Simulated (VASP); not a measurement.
# GaAs (P4/mmm) in VASP: single point with r2SCAN

Aim: the single point of GaAs with r2SCAN.

Program: VASP 6.6.1. These are calculated values, not measurements. Logs are shortened: lines on timing, memory, paths and dates and some standing lists are left out, and cuts for length are marked.

## (1) The cell of the first run

It takes space group P4/mmm (No. 123, tetragonal). The conventional cell has a = 3.257 Å, b = 3.257 Å, c = 3.513 Å, α = 90.00°, β = 90.00°, γ = 90.00°. Within 3.8 Å of Ga (site symmetry 4/mmm) lie 8 As at 2.90 Å and 6 Ga at 3.26 to 3.51 Å. Within 3.8 Å of As (site symmetry 4/mmm) lie 8 Ga at 2.90 Å and 6 As at 3.26 to 3.51 Å.

## (2) Single point, r2SCAN

POSCAR reads:

```
GaAs
1.0
    0.0000000000     -3.2565455463      0.0000000000
   -6.5130910927      0.0000000000      0.0000000000
    0.0000000000      0.0000000000     -7.0256291042
Ga As
4 4
Direct
    0.5000000000      0.7500000000      0.7500000000
    0.5000000000      0.7500000000      0.2500000000
    0.5000000000      0.2500000000      0.7500000000
    0.5000000000      0.2500000000      0.2500000000
    1.0000000000      1.0000000000      0.0000000000
    1.0000000000      1.0000000000      0.5000000000
    0.0000000000      0.5000000000      0.0000000000
    0.0000000000      0.5000000000      0.5000000000
```

INCAR.step1 reads:

```
  PREC = Accurate
  ENCUT = 520
  ISMEAR = 0
  SIGMA = 0.1
  LREAL = F
  LASPH = T
  NELM = 80
  NBANDS = 46
  GGA = PE
  ALGO = Normal
  EDIFF = 1E-4
  LWAVE = T
  LCHARG = F
```

INCAR.step2 reads:

```
  PREC = Accurate
  ENCUT = 520
  EDIFF = 1E-6
  ISMEAR = 0
  SIGMA = 0.1
  LREAL = F
  LASPH = T
  NELM = 80
  ALGO = Normal
  ISIF = 2
  LWAVE = F
  LCHARG = T
  METAGGA = R2SCAN
  LMIXTAU = T
  LELF = T
  LVHAR = T
  NBANDS = 46
  ISTART = 1
```

KPOINTS reads:

```
regular mesh
0
Gamma
  8 4 4
```

Potentials or basis: VASP PAW PBE potentials, release 64 (Ga_d, As).

Launch:

```
$ cat potpaw_PBE.64/Ga_d/POTCAR potpaw_PBE.64/As/POTCAR > POTCAR
$ cp INCAR.step1 INCAR
$ mpirun -np 1 vasp_std > vasp.out
$ cp INCAR.step2 INCAR
$ mpirun -np 1 vasp_std > vasp.out
```

OUTCAR:

```text
PREC = Accurate
   ENCUT = 520
   EDIFF = 1E-6
   ISMEAR = 0
   LREAL = F
   LASPH = T
   NELM = 80
   ISIF = 2
   METAGGA = R2SCAN
   ISTART = 1

 ion  position               nearest neighbor table
   1  0.500  0.750  0.750-   5 2.90   6 2.90   7 2.90   8 2.90   5 2.90   6 2.90   7 2.90   8 2.90

   2  0.500  0.750  0.250-   5 2.90   6 2.90   7 2.90   8 2.90   5 2.90   6 2.90   7 2.90   8 2.90

   3  0.500  0.250  0.750-   5 2.90   6 2.90   7 2.90   8 2.90   5 2.90   6 2.90   7 2.90   8 2.90

   4  0.500  0.250  0.250-   5 2.90   6 2.90   7 2.90   8 2.90   5 2.90   6 2.90   7 2.90   8 2.90

   5  0.000  0.000  0.000-   1 2.90   2 2.90   3 2.90   4 2.90   1 2.90   2 2.90   3 2.90   4 2.90

   6  0.000  0.000  0.500-   1 2.90   2 2.90   3 2.90   4 2.90   1 2.90   2 2.90   3 2.90   4 2.90

   7  0.000  0.500  0.000-   1 2.90   2 2.90   3 2.90   4 2.90   1 2.90   2 2.90   3 2.90   4 2.90

   8  0.000  0.500  0.500-   1 2.90   2 2.90   3 2.90   4 2.90   1 2.90   2 2.90   3 2.90   4 2.90

  LATTYP: Found a simple orthorhombic cell.
 ALAT       =     3.2565455463
 B/A-ratio  =     2.0000000000
 C/A-ratio  =     2.1573870239

  Lattice vectors:

 A1 = (   0.0000000000,  -3.2565455463,   0.0000000000)
 A2 = (  -6.5130910927,   0.0000000000,   0.0000000000)
 A3 = (   0.0000000000,   0.0000000000,  -7.0256291042)

Analysis of symmetry for initial positions (statically):
=====================================================================
 Subroutine PRICEL returns following result:

  LATTYP: Found a simple tetragonal cell.
 ALAT       =     3.2565455463
 C/A-ratio  =     1.0786935119

  Lattice vectors:

 A1 = (   0.0000000000,  -3.2565455463,   0.0000000000)
 A2 = (  -3.2565455463,   0.0000000000,   0.0000000000)
 A3 = (   0.0000000000,   0.0000000000,  -3.5128145521)

   4 primitive cells build up your supercell.

 Routine SETGRP: Setting up the symmetry group for a
 simple orthorhombic supercell.

 Subroutine GETGRP returns: Found  8 space group operations
 (whereof  8 operations were pure point group operations)
 out of a pool of  8 trial point group operations.

The static configuration has the point symmetry D_2h.

Analysis of symmetry for dynamics (positions and initial velocities):
=====================================================================
 Subroutine PRICEL returns following result:

  LATTYP: Found a simple tetragonal cell.
 ALAT       =     3.2565455463
 C/A-ratio  =     1.0786935119

  Lattice vectors:

 A1 = (   0.0000000000,  -3.2565455463,   0.0000000000)
 A2 = (  -3.2565455463,   0.0000000000,   0.0000000000)
 A3 = (   0.0000000000,   0.0000000000,  -3.5128145521)

   4 primitive cells build up your supercell.

 Routine SETGRP: Setting up the symmetry group for a
 simple orthorhombic supercell.

 Subroutine GETGRP returns: Found  8 space group operations
 (whereof  8 operations were pure point group operations)
 out of a pool of  8 trial point group operations.

The dynamic configuration has the point symmetry D_2h.

 Subroutine INISYM returns: Found  8 space group operations
 (whereof  8 operations are pure point group operations),
 and found     4 'primitive' translations

----------------------------------------------------------------------------------------

                                     Primitive cell

  volume of cell :      37.2537

  direct lattice vectors                    reciprocal lattice vectors
     0.000000000 -3.256545546  0.000000000     0.000000000 -0.307073857  0.000000000
    -3.256545546  0.000000000  0.000000000    -0.307073857  0.000000000  0.000000000
     0.000000000  0.000000000 -3.512814552     0.000000000  0.000000000 -0.284672016

  length of vectors
     3.256545546  3.256545546  3.512814552     0.307073857  0.307073857  0.284672016

  position of ions in fractional coordinates (direct lattice)
     0.500000000  0.500000000  0.500000000
     0.000000000  0.000000000  0.000000000

  ion indices of the primitive-cell ions
   primitive index   ion index
                 1           1
                 2           5

----------------------------------------------------------------------------------------

 KPOINTS: regular mesh

Automatic generation of k-mesh.
 Grid dimensions read from file:
 generate k-points for:    8    4    4

 Generating k-lattice:

  Cartesian coordinates                     Fractional coordinates (reciprocal lattice)
     0.000000000 -0.038384232  0.000000000     0.125000000  0.000000000  0.000000000
    -0.038384232  0.000000000  0.000000000     0.000000000  0.250000000  0.000000000
     0.000000000  0.000000000 -0.035584002     0.000000000  0.000000000  0.250000000

  Length of vectors
     0.038384232  0.038384232  0.035584002

  Shift w.r.t. Gamma in fractional coordinates (k-lattice)
     0.000000000  0.000000000  0.000000000

 Subroutine IBZKPT returns following result:
 ===========================================

 Found     45 irreducible k-points:

 Following reciprocal coordinates:
            Coordinates               Weight
  0.000000  0.000000  0.000000      1.000000
  0.125000  0.000000  0.000000      2.000000
  0.250000  0.000000  0.000000      2.000000
  0.375000  0.000000  0.000000      2.000000
  0.500000  0.000000  0.000000      1.000000
  0.000000  0.250000  0.000000      2.000000
[... 16 lines left out ...]
  0.250000  0.250000  0.250000      8.000000
  0.375000  0.250000  0.250000      8.000000
 [... further k-points ...]
   k-points           NKPTS =     45   k-points in BZ     NKDIM =     45   number of bands    NBANDS=     46
   number of dos      NEDOS =    301   number of ions     NIONS =      8
   total plane-waves  NPLWV =  62208
   dimension x,y,z NGX =    24 NGY =   48 NGZ =   54
   dimension x,y,z NGXF=    48 NGYF=   96 NGZF=  108
   ions per type =               4   4
   NGX,Y,Z   is equivalent  to a cutoff of  12.25, 12.25, 12.78 a.u.
   NGXF,Y,Z  is equivalent  to a cutoff of  24.50, 24.50, 25.56 a.u.
 SYSTEM =  unknown system
   PREC   = accura    normal or accurate (medium, high low for compatibility)
   ISTART =      1    job   : 0-new  1-cont  2-samecut
   ICHARG =      0    charge: 1-file 2-atom 10-const
   ISPIN  =      1    spin polarized calculation?
   LNONCOLLINEAR =      F non collinear calculations
   LSORBIT =      F    spin-orbit coupling
   LASPH  =      T    aspherical Exc in radial PAW
   ENCUT  =  520.0 eV  38.22 Ry    6.18 a.u.   6.06 12.11 13.06*2*pi/ulx,y,z
   NELM   =     80;   NELMIN=  2; NELMDL=  0     # of ELM steps
   EDIFF  = 0.1E-05   stopping-criterion for ELM
   LREAL  =      F    real-space projection
   EDIFFG = 0.1E-04   stopping-criterion for IOM
   NSW    =      0    number of steps for IOM
   IBRION =     -1    ionic relax: 0-MD 1-quasi-New 2-CG
   NFREE  =      0    steps in history (QN), initial steepest desc. (CG)
   ISIF   =      2    stress and relaxation
   ISYM   =      2    0-nonsym 1-usesym 2-fastsym
   POTIM  = 0.5000    time-step for ionic-motion
   TEBEG  =    0.0;   TEEND  =   0.0 temperature during run
   PSTRESS=    0.0 pullay stress
   NELECT =      72.0000    total number of electrons
   NUPDOWN=      -1.0000    fix difference up-down
   EMIN   =  10.00;   EMAX   =-10.00  energy-range for DOS
   EFERMI =   0.00;   METHOD = LEGACY
   ISMEAR =     0;   SIGMA  =   0.10  broadening in eV -4-tet -1-fermi 0-gaus
   EFERMI_NEDOS =   21; number of points for ismear=-14 and -15
   IALGO  =     38    algorithm
   IMIX   =      4    mixing-type and parameters
     AMIX     =   0.40;   BMIX     =  1.00
     AMIX_MAG =   1.60;   BMIX_MAG =  1.00
  volume/ion in A,a.u.               =      18.63       125.70
  Fermi-wavevector in a.u.,A,eV,Ry     =   1.284623  2.427586 22.453113  1.650257
  Thomas-Fermi vector in A             =   2.416806
   LORBIT       =      0    0 simple, 1 ext, 2 COOP (PROOUT), +10 PAW based schemes
   METAGGA = R2SCAN    functional components
   LHFCALC =     F    Hartree Fock is set to
   AEXX    =    0.0000 exact exchange contribution
   IVDW    =     0    specifies the selected vdW correction
   LEPSILON=     F    determine dielectric tensor
   LRPA    =     F    only Hartree local field effects (RPA)
 non-spin polarized calculation
 Gauss-broadening in eV      SIGMA  =   0.10
  energy-cutoff  :      520.00
  volume of cell :      149.01
 maximum number of plane-waves:      4056
   NGX = 13   NGY = 25   NGZ = 27

 number of electron      72.0000038 magnetization

 Free energy of the ion-electron system (eV)
  ---------------------------------------------------
  ext. energy  EPLUGINS =         0.00000000
  ---------------------------------------------------
  free energy    TOTEN  =      -101.96121256 eV

  energy without entropy =     -101.93112285  energy(sigma->0) =     -101.94616770

 E-fermi :   5.9905     XC(G=0): -11.7921

 val. band max:        5.9452040085   @ k =   0.0000   0.2500   0.0000
 cond. band min:       5.9918262191   @ k =   0.2500   0.2500   0.2500
 fundamental gap:      0.0466222106
 Fermi energy:         5.9904715824

 k-point     1 :       0.0000    0.0000    0.0000
  band No.  band energies     occupation
      1      -9.5698      2.00000
      2      -9.4983      2.00000
      3      -9.4917      2.00000
      4      -9.4634      2.00000
      5      -9.4624      2.00000
      6      -9.4429      2.00000
[... 38 lines left out ...]
     45      11.2660      0.00000
     46      11.2660      0.00000

 k-point     2 :       0.1250    0.0000    0.0000
  band No.  band energies     occupation
      1      -9.5561      2.00000
      2      -9.4878      2.00000
      3      -9.4806      2.00000
      4      -9.4562      2.00000
      5      -9.4485      2.00000
      6      -9.4442      2.00000
[... 38 lines left out ...]
     45      11.4039      0.00000
     46      11.4979      0.00000

 k-point     3 :       0.2500    0.0000    0.0000
  band No.  band energies     occupation
      1      -9.5239      2.00000
      2      -9.4979      2.00000
      3      -9.4968      2.00000
      4      -9.4729      2.00000
      5      -9.4602      2.00000
      6      -9.4550      2.00000
[... 1018 lines left out ...]
     45      10.8430      0.00000
     46      11.3061      0.00000

 k-point    24 :       0.3750    0.2500    0.2500
  band No.  band energies     occupation
      1      -9.5249      2.00000
      2      -9.5205      2.00000
      3      -9.4915      2.00000
      4      -9.4696      2.00000
      5      -9.4611      2.00000
      6      -9.4514      2.00000
[... 38 lines left out ...]
     45      10.3479      0.00000
     46      10.6921      0.00000

 [... further k-points ...]
[... 5 lines left out ...]
  --------------------------------------------------------------------------------------
  -------------------------------------------------------------------------------------
  Total       -0.5285918     -0.5286808      0.9415346      0.0000000      0.0000000      0.0000000
  in kB       -5.6833113     -5.6842681     10.1231891      0.0000000      0.0000000      0.0000000
  external PRESSURE =      -0.4147968 kB  Pullay stress =       0.0000000 kB

 VOLUME and BASIS-vectors are now :
 -----------------------------------------------------------------------------
  energy-cutoff  :      520.00
  volume of cell :      149.01
      direct lattice vectors                 reciprocal lattice vectors
     0.000000000 -3.256545546  0.000000000     0.000000000 -0.307073857  0.000000000
    -6.513091093  0.000000000  0.000000000    -0.153536928  0.000000000  0.000000000
     0.000000000  0.000000000 -7.025629104     0.000000000  0.000000000 -0.142336008

 POSITION                                       TOTAL-FORCE (eV/Angst)
 -----------------------------------------------------------------------------------
     -4.88482     -1.62827     -5.26922         0.000000     -0.000000      0.000000
     -4.88482     -1.62827     -1.75641         0.000000      0.000000     -0.000000
     -1.62827     -1.62827     -5.26922         0.000000      0.000000      0.000000
     -1.62827     -1.62827     -1.75641        -0.000000     -0.000000     -0.000000
      0.00000      0.00000      0.00000         0.000000      0.000000      0.000000
      0.00000      0.00000     -3.51281         0.000000      0.000000      0.000000
     -3.25655      0.00000      0.00000         0.000000      0.000000      0.000000
     -3.25655      0.00000     -3.51281         0.000000      0.000000      0.000000
 -----------------------------------------------------------------------------------
    total drift:                                0.000000     -0.000000      0.000000

  FREE ENERGIE OF THE ION-ELECTRON SYSTEM (eV)
  ---------------------------------------------------
  free  energy   TOTEN  =      -101.9612125621 eV

  energy  without entropy=     -101.9311228457  energy(sigma->0) =     -101.94616770
```

Run time: 11 min. Hardware: 1 thread of Intel Xeon Platinum 8259CL at 2.50GHz (Skylake/Cascade Lake), shared host; peak memory 0.41 GiB.

Results:

```yaml
Free_energy: -101.9612 eV
Pressure: 0.0 GPa
Band_gap_on_the_k_mesh: zero (band 36 reaches 7.54 eV, above the bottom of band 37 at 4.74 eV)
```

Stress tensor (GPa, compression positive):
```
-0.57  0.00  0.00
 0.00 -0.57  0.00
 0.00  0.00  1.01
```

Caveat: the PAW data sets were made with another functional, which shifts forces and pressure a little.
